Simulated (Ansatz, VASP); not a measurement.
## Two plane-wave programs on Mo

```
Mo
1.0
    -1.60377    1.60377    1.56465
     1.60377   -1.60377    1.56465
     1.60377    1.60377   -1.56465
Mo
1
Direct
  0.00000 0.00000 0.00000
```

Change from the starting cell: strain +0.025 along x and y, +0.000 along z, atoms carried along.

Alike in both runs: task single point; functional PBEsol; k mesh 26 × 26 × 26; occupations gaussian, width 0.15 eV; no spin polarisation.

|  | VASP | Ansatz |
| --- | --- | --- |
| version | VASP 6.6.1 | Ansatz 0.2.0 |
| potentials or method | VASP PAW PBE potentials, release 64 (Mo_sv), cutoff 520 eV | scalar-relativistic, plane waves, PAW |
| valence electrons in the cell | 14 | 14 |

Ansatz gave:

| Quantity | Value |
| --- | --- |
| gap on the k mesh at the Fermi level (eV) | none |
| pressure (GPa) | -12.3 |
| traceless stress, the component that is largest in VASP (GPa) | 4.90 |

Problem. Estimate VASP's values.

Solution. gap on the k mesh at the Fermi level (eV): none; pressure (GPa): -11.8; traceless stress, the component that is largest in VASP (GPa): 4.90.

VASP's potentials were made for PBE, not for PBEsol. A gap of «none» marks a metal or a gap that the smearing closes.
